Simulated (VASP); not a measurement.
# Si2WC3 (I4/mmm) in VASP: single point with PBE

Aim: the single point of Si2WC3 with PBE.

Program: VASP 6.6.1. These are calculated values, not measurements. Logs are shortened: lines on timing, memory, paths and dates and some standing lists are left out, and cuts for length are marked.

### 1 The cell of the first run

Symmetry: I4/mmm, No. 139, tetragonal system. The conventional cell has a = 2.942 Å, b = 2.942 Å, c = 13.366 Å, α = 90.00°, β = 90.00°, γ = 90.00°. Si (site symmetry 4mm) has 6 C at 2.03 to 2.38 Å within 2.7 Å. W (site symmetry 4/mmm) has 6 C at 2.08 to 2.27 Å within 2.8 Å. Within 2.7 Å of C (site symmetry 4mm) lie 5 Si at 2.03 to 2.08 Å and 1 W at 2.27 Å. C (site symmetry 4/mmm) has 4 W at 2.08 Å and 2 Si at 2.38 Å within 2.8 Å.

The cell was generated, and may not be a known phase.

### 2 Single point, PBE

Contents of INCAR:

```
PREC = Accurate ; ENCUT = 600
EDIFF = 1E-6 ; ISMEAR = 0
SIGMA = 0.2 ; LREAL = False
LASPH = True ; NELM = 120
ALGO = Normal ; ISIF = 2
LWAVE = False ; LCHARG = False
GGA = PE ; NBANDS = 26
GGA_COMPAT = False
```

Contents of KPOINTS:

```
regular mesh
0
Gamma
  6 6 6
```

Contents of POSCAR:

```
Si2WC3
1.0
   -1.4708132482      1.4708132482      6.6830747489
    1.4708132482     -1.4708132482      6.6830747489
    1.4708132482      1.4708132482     -6.6830747489
Si W C
2 1 3
Direct
    0.3221772046      0.3221772046      0.0000000000
    0.6778227954      0.6778227954      0.0000000000
    0.0000000000      0.0000000000      0.0000000000
    0.8298484592      0.8298484592      0.0000000000
    0.1701515408      0.1701515408      0.0000000000
    0.5000000000      0.5000000000      0.0000000000
```

Potentials or basis: VASP PAW PBE potentials, release 64 (Si, W_sv, C).

On the command line:

```
cat potpaw_PBE.64/Si/POTCAR potpaw_PBE.64/W_sv/POTCAR potpaw_PBE.64/C/POTCAR > POTCAR
mpirun -np 1 vasp_std > vasp.out
```

OUTCAR:

```text
PREC = Accurate
   ENCUT = 600
   EDIFF = 1E-6
   ISMEAR = 0
   LREAL = False
   LASPH = True
   NELM = 120
   ISIF = 2
   GGA = PE

 ion  position               nearest neighbor table
   1  0.322  0.322  0.000-   5 2.03   4 2.08   4 2.08   4 2.08   4 2.08   6 2.38   2 2.84   2 2.84
                             2 2.84   2 2.84   3 3.16   3 3.16   3 3.16   3 3.16
   2  0.678  0.678  0.000-   4 2.03   5 2.08   5 2.08   5 2.08   5 2.08   6 2.38   1 2.84   1 2.84
                             1 2.84   1 2.84   3 3.16   3 3.16   3 3.16   3 3.16
   3  0.000  0.000  0.000-   6 2.08   6 2.08   6 2.08   6 2.08   5 2.27   4 2.27   2 3.16   2 3.16
                             1 3.16   1 3.16   1 3.16   2 3.16   1 3.16   2 3.16
   4  0.830  0.830  0.000-   2 2.03   1 2.08   1 2.08   1 2.08   1 2.08   3 2.27
   5  0.170  0.170  0.000-   1 2.03   2 2.08   2 2.08   2 2.08   2 2.08   3 2.27
   6  0.500  0.500  0.000-   3 2.08   3 2.08   3 2.08   3 2.08   2 2.38   1 2.38

  LATTYP: Found a body centered tetragonal cell.
 ALAT       =     2.9416264964
 C/A-ratio  =     4.5437955887

  Lattice vectors:

 A1 = (  -1.4708132482,   1.4708132482,   6.6830747489)
 A2 = (   1.4708132482,  -1.4708132482,   6.6830747489)
 A3 = (   1.4708132482,   1.4708132482,  -6.6830747489)

Analysis of symmetry for initial positions (statically):
=====================================================================
 Subroutine PRICEL returns:
 Original cell was already a primitive cell.

 Routine SETGRP: Setting up the symmetry group for a
 body centered tetragonal supercell.

 Subroutine GETGRP returns: Found 16 space group operations
 (whereof 16 operations were pure point group operations)
 out of a pool of 16 trial point group operations.

The static configuration has the point symmetry D_4h.

Analysis of symmetry for dynamics (positions and initial velocities):
=====================================================================
 Subroutine PRICEL returns:
 Original cell was already a primitive cell.

 Routine SETGRP: Setting up the symmetry group for a
 body centered tetragonal supercell.

 Subroutine GETGRP returns: Found 16 space group operations
 (whereof 16 operations were pure point group operations)
 out of a pool of 16 trial point group operations.

The dynamic configuration has the point symmetry D_4h.

 Subroutine INISYM returns: Found 16 space group operations
 (whereof 16 operations are pure point group operations),
 and found     1 'primitive' translations

----------------------------------------------------------------------------------------

                                     Primitive cell

  volume of cell :      57.8298

  direct lattice vectors                    reciprocal lattice vectors
    -1.470813248  1.470813248  6.683074749     0.000000000  0.339947985  0.074815862
     1.470813248 -1.470813248  6.683074749     0.339947985  0.000000000  0.074815862
     1.470813248  1.470813248 -6.683074749     0.339947985  0.339947985  0.000000000

  length of vectors
     6.999290773  6.999290773  6.999290773     0.348083389  0.348083389  0.480759051

  position of ions in fractional coordinates (direct lattice)
     0.322177205  0.322177205  0.000000000
     0.677822795  0.677822795  0.000000000
     0.000000000  0.000000000  0.000000000
     0.829848459  0.829848459  0.000000000
     0.170151541  0.170151541  0.000000000
     0.500000000  0.500000000  0.000000000

  ion indices of the primitive-cell ions
   primitive index   ion index
                 1           1
                 2           2
                 3           3
                 4           4
                 5           5
                 6           6

----------------------------------------------------------------------------------------

 KPOINTS: regular mesh

Automatic generation of k-mesh.
 Grid dimensions read from file:
 generate k-points for:    6    6    6

 Generating k-lattice:

  Cartesian coordinates                     Fractional coordinates (reciprocal lattice)
     0.000000000  0.056657997  0.012469310     0.166666667  0.000000000  0.000000000
     0.056657997  0.000000000  0.012469310     0.000000000  0.166666667  0.000000000
     0.056657997  0.056657997  0.000000000     0.000000000  0.000000000  0.166666667

  Length of vectors
     0.058013898  0.058013898  0.080126508

  Shift w.r.t. Gamma in fractional coordinates (k-lattice)
     0.000000000  0.000000000  0.000000000

 Subroutine IBZKPT returns following result:
 ===========================================

 Found     30 irreducible k-points:

 Following reciprocal coordinates:
            Coordinates               Weight
  0.000000  0.000000  0.000000      1.000000
  0.166667  0.000000  0.000000      8.000000
  0.333333  0.000000  0.000000      8.000000
  0.500000 -0.000000  0.000000      4.000000
  0.166667  0.166667  0.000000      8.000000
  0.333333  0.166667 -0.000000     16.000000
[... 16 lines left out ...]
 -0.333333 -0.333333  0.166667      8.000000
 -0.166667 -0.333333  0.166667      8.000000
 [... further k-points ...]
   k-points           NKPTS =     30   k-points in BZ     NKDIM =     30   number of bands    NBANDS=     26
   number of dos      NEDOS =    301   number of ions     NIONS =      6
   total plane-waves  NPLWV = 175616
   dimension x,y,z NGX =    56 NGY =   56 NGZ =   56
   dimension x,y,z NGXF=   112 NGYF=  112 NGZF=  112
   ions per type =               2   1   3
   NGX,Y,Z   is equivalent  to a cutoff of  13.30, 13.30, 13.30 a.u.
   NGXF,Y,Z  is equivalent  to a cutoff of  26.60, 26.60, 26.60 a.u.
 SYSTEM =  unknown system
   PREC   = accura    normal or accurate (medium, high low for compatibility)
   ISTART =      0    job   : 0-new  1-cont  2-samecut
   ICHARG =      2    charge: 1-file 2-atom 10-const
   ISPIN  =      1    spin polarized calculation?
   LNONCOLLINEAR =      F non collinear calculations
   LSORBIT =      F    spin-orbit coupling
   LASPH  =      T    aspherical Exc in radial PAW
   ENCUT  =  600.0 eV  44.10 Ry    6.64 a.u.  13.98 13.98 13.98*2*pi/ulx,y,z
   NELM   =    120;   NELMIN=  2; NELMDL= -5     # of ELM steps
   EDIFF  = 0.1E-05   stopping-criterion for ELM
   LREAL  =      F    real-space projection
   EDIFFG = 0.1E-04   stopping-criterion for IOM
   NSW    =      0    number of steps for IOM
   IBRION =     -1    ionic relax: 0-MD 1-quasi-New 2-CG
   NFREE  =      0    steps in history (QN), initial steepest desc. (CG)
   ISIF   =      2    stress and relaxation
   ISYM   =      2    0-nonsym 1-usesym 2-fastsym
   POTIM  = 0.5000    time-step for ionic-motion
   TEBEG  =    0.0;   TEEND  =   0.0 temperature during run
   PSTRESS=    0.0 pullay stress
   NELECT =      34.0000    total number of electrons
   NUPDOWN=      -1.0000    fix difference up-down
   EMIN   =  10.00;   EMAX   =-10.00  energy-range for DOS
   EFERMI =   0.00;   METHOD = LEGACY
   ISMEAR =     0;   SIGMA  =   0.20  broadening in eV -4-tet -1-fermi 0-gaus
   EFERMI_NEDOS =   21; number of points for ismear=-14 and -15
   IALGO  =     38    algorithm
   IMIX   =      4    mixing-type and parameters
     AMIX     =   0.40;   BMIX     =  1.00
     AMIX_MAG =   1.60;   BMIX_MAG =  1.00
  volume/ion in A,a.u.               =       9.64        65.04
  Fermi-wavevector in a.u.,A,eV,Ry     =   1.371463  2.591689 25.591335  1.880910
  Thomas-Fermi vector in A             =   2.497157
   LORBIT       =      0    0 simple, 1 ext, 2 COOP (PROOUT), +10 PAW based schemes
   GGA     = PE    functional components
   LHFCALC =     F    Hartree Fock is set to
   AEXX    =    0.0000 exact exchange contribution
   IVDW    =     0    specifies the selected vdW correction
   LEPSILON=     F    determine dielectric tensor
   LRPA    =     F    only Hartree local field effects (RPA)
 non-spin polarized calculation
 Gauss-broadening in eV      SIGMA  =   0.20
  energy-cutoff  :      600.00
  volume of cell :       57.83
 maximum number of plane-waves:      1966
   NGX = 27   NGY = 27   NGZ = 27

 number of electron      33.9999999 magnetization

 Free energy of the ion-electron system (eV)
  ---------------------------------------------------
  ext. energy  EPLUGINS =         0.00000000
  ---------------------------------------------------
  free energy    TOTEN  =       -48.04445703 eV

  energy without entropy =      -48.01282250  energy(sigma->0) =      -48.02863977

 E-fermi :  11.4504     XC(G=0): -12.7662

 val. band max:       11.4110739379   @ k =   0.1667   0.1667   0.0000
 cond. band min:      11.4656538074   @ k =  -0.3333   0.3333   0.1667
 fundamental gap:      0.0545798694
 Fermi energy:        11.4503711982

 k-point     1 :       0.0000    0.0000    0.0000
  band No.  band energies     occupation
      1     -63.4286      2.00000
      2     -27.6537      2.00000
      3     -27.5286      2.00000
      4     -27.5286      2.00000
      5      -5.8428      2.00000
      6      -2.6337      2.00000
[... 18 lines left out ...]
     25      18.2156      0.00000
     26      20.3269      0.00000

 k-point     2 :       0.1667    0.0000    0.0000
  band No.  band energies     occupation
      1     -63.4222      2.00000
      2     -27.6665      2.00000
      3     -27.6400      2.00000
      4     -27.5110      2.00000
      5      -5.3922      2.00000
      6      -2.3672      2.00000
[... 18 lines left out ...]
     25      18.9628      0.00000
     26      19.3720      0.00000

 k-point     3 :       0.3333    0.0000    0.0000
  band No.  band energies     occupation
      1     -63.4093      2.00000
      2     -27.9333      2.00000
      3     -27.6126      2.00000
      4     -27.4755      2.00000
      5      -4.0924      2.00000
      6      -1.4415      2.00000
[... 18 lines left out ...]
     25      18.3141      0.00000
     26      18.5817      0.00000

 k-point     4 :       0.5000   -0.0000    0.0000
  band No.  band energies     occupation
      1     -63.4029      2.00000
      2     -28.0627      2.00000
      3     -27.5988      2.00000
      4     -27.4577      2.00000
      5      -2.1940      2.00000
      6      -2.0159      2.00000
[... 18 lines left out ...]
     25      16.9626      0.00000
     26      17.9460      0.00000

 k-point     5 :       0.1667    0.1667    0.0000
  band No.  band energies     occupation
      1     -63.4158      2.00000
      2     -27.6524      2.00000
      3     -27.6434      2.00000
      4     -27.6267      2.00000
      5      -4.9276      2.00000
      6      -2.2428      2.00000
[... 18 lines left out ...]
     25      18.0894      0.00000
     26      18.6117      0.00000

 k-point     6 :       0.3333    0.1667   -0.0000
  band No.  band energies     occupation
      1     -63.4029      2.00000
      2     -27.9132      2.00000
      3     -27.6105      2.00000
      4     -27.6000      2.00000
      5      -3.6398      2.00000
      6      -1.3749      2.00000
[... 427 lines left out ...]
 k-point    21 :      -0.3333    0.5000    0.1667
  band No.  band energies     occupation
      1     -63.4029      2.00000
      2     -27.9132      2.00000
      3     -27.6105      2.00000
      4     -27.6000      2.00000
      5      -3.5440      2.00000
      6      -1.6938      2.00000
[... 18 lines left out ...]
     25      19.0630      0.00000
     26      19.1776      0.00000

 k-point    22 :      -0.1667    0.5000    0.1667
  band No.  band energies     occupation
      1     -63.4093      2.00000
      2     -27.9333      2.00000
      3     -27.6126      2.00000
      4     -27.4755      2.00000
      5      -3.9904      2.00000
      6      -1.8745      2.00000
[... 18 lines left out ...]
     25      18.3997      0.00000
     26      19.1252      0.00000

 k-point    23 :      -0.3333   -0.3333    0.1667
  band No.  band energies     occupation
      1     -63.4158      2.00000
      2     -27.6524      2.00000
      3     -27.6434      2.00000
      4     -27.6268      2.00000
      5      -4.8124      2.00000
      6      -2.7381      2.00000
[... 18 lines left out ...]
     25      18.1550      0.00000
     26      18.7598      0.00000

 k-point    24 :      -0.1667   -0.3333    0.1667
  band No.  band energies     occupation
      1     -63.4222      2.00000
      2     -27.6665      2.00000
      3     -27.6400      2.00000
      4     -27.5110      2.00000
      5      -5.2951      2.00000
      6      -2.9659      2.00000
[... 18 lines left out ...]
     25      18.4823      0.00000
     26      19.2683      0.00000

 [... further k-points ...]

------------------------ aborting loop because EDIFF is reached ----------------------------------------

  FORCE on cell =-STRESS in cart. coord.  units (eV):
  Direction    XX          YY          ZZ          XY          YZ          ZX
  --------------------------------------------------------------------------------------
  -------------------------------------------------------------------------------------
  Total       -0.0458335     -0.0458335      0.2569398      0.0000000      0.0000000      0.0000000
  in kB       -1.2698194     -1.2698194      7.1185340      0.0000000      0.0000000      0.0000000
  external PRESSURE =       1.5262984 kB  Pullay stress =       0.0000000 kB

 VOLUME and BASIS-vectors are now :
 -----------------------------------------------------------------------------
  energy-cutoff  :      600.00
  volume of cell :       57.83
      direct lattice vectors                 reciprocal lattice vectors
    -1.470813248  1.470813248  6.683074749     0.000000000  0.339947985  0.074815862
     1.470813248 -1.470813248  6.683074749     0.339947985  0.000000000  0.074815862
     1.470813248  1.470813248 -6.683074749     0.339947985  0.339947985  0.000000000

 POSITION                                       TOTAL-FORCE (eV/Angst)
 -----------------------------------------------------------------------------------
      0.00000      0.00000      4.30627         0.000000      0.000000      0.007410
      0.00000      0.00000      9.05988         0.000000      0.000000     -0.007410
      0.00000      0.00000      0.00000         0.000000      0.000000     -0.000000
      0.00000      0.00000     11.09188        -0.000000     -0.000000     -0.074314
      0.00000      0.00000      2.27427        -0.000000     -0.000000      0.074314
      0.00000      0.00000      6.68307         0.000000      0.000000     -0.000000
 -----------------------------------------------------------------------------------
    total drift:                               -0.000000      0.000000      0.000000

  FREE ENERGIE OF THE ION-ELECTRON SYSTEM (eV)
  ---------------------------------------------------
  free  energy   TOTEN  =       -48.0444570349 eV

  energy  without entropy=      -48.0128225004  energy(sigma->0) =      -48.02863977
```

Wall time 2.9 min (1 thread of Intel Xeon Platinum 8375C at 2.90GHz (Ice Lake), shared host); peak memory 0.45 GiB.

What came out:

```
Free energy            : -48.0445 eV
Pressure               : 0.2 GPa
Largest force          : 0.074 eV/Å
Band gap on the k mesh : zero (bands 17 and 18 overlap by 3.39 eV)
```

Forces in eV/Å, atoms in the order of the input:
```
Si   0.000  0.000  0.007
Si   0.000  0.000 -0.007
W    0.000  0.000  0.000
C    0.000  0.000 -0.074
C    0.000  0.000  0.074
C    0.000  0.000  0.000
```

Levels at points of the mesh, in eV from the Fermi level:
| k point | band 13 | band 14 | band 15 | band 16 | band 17 | band 18 | band 19 | band 20 | band 21 | band 22 |
| --- | --- | --- | --- | --- | --- | --- | --- | --- | --- | --- |
| (0.00, 0.00, 0.00) | -1.99 | -1.99 | -0.85 | -0.28 | -0.28 | 0.72 | 0.72 | 0.84 | 1.60 | 2.13 |
| (0.50, 0.00, 0.00) | -3.60 | -3.38 | -1.78 | -1.31 | 1.60 | 2.58 | 2.75 | 3.44 | 3.73 | 4.97 |
| (0.50, 0.50, 0.00) | -5.78 | -3.35 | -3.21 | -2.65 | -2.49 | -1.79 | -1.14 | 1.80 | 3.58 | 3.73 |
| (0.50, 0.50, 0.50) | -2.37 | -2.37 | -2.20 | -0.72 | -0.64 | -0.64 | 0.84 | 1.54 | 1.54 | 3.44 |

Caveat: the k points lie up to 0.36 Å⁻¹ apart, too coarse for converged energies and pressures of a metal; spin-orbit coupling is left out, which moves the levels of the heavy elements.

The gap in the log of VASP goes by the Fermi energy; the results here count the filled bands.